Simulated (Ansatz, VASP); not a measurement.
# GaSb3 in VASP and in Ansatz

```
CELL_PARAMETERS angstrom
0.00000 3.67884 3.48754
3.67884 0.00000 3.48754
3.67884 3.67884 0.00000
ATOMIC_POSITIONS crystal
Ga 0.00000 0.00000 0.00000
Sb 0.25000 0.25000 0.25000
Sb 0.75000 0.75000 0.75000
Sb 0.50000 0.50000 0.50000
```

Alike in both runs: task single point; functional PBEsol; k mesh 10 × 10 × 10; occupations gaussian, width 0.15 eV; no spin polarisation.

|  | VASP | Ansatz |
| --- | --- | --- |
| version | VASP 6.6.1 | Ansatz 0.2.0 |
| potentials or method | VASP PAW PBE potentials, release 64 (Ga_d, Sb), cutoff 520 eV | scalar-relativistic, plane waves, PAW |
| valence electrons in the cell | 28 | 58 |

```csv
,VASP,Ansatz,Ansatz less VASP
gap on the k mesh at the Fermi level (eV),none,none,-
pressure (GPa),2.1,2.0,-0.03
"traceless stress, the component that is largest in VASP (GPa)",0.97,0.96,-0.007
```

VASP's potentials were made for PBE, not for PBEsol, and Ansatz warns of the same on its side. A gap of «none» marks a metal or a gap that the smearing closes. The functional is the same, so the differences come from potentials, cutoffs and numerics. VASP's potentials hold 28 valence electrons a cell and Ansatz's 58, so a difference there can come from the potentials and not from the codes.

Neither program's run includes spin-orbit coupling.
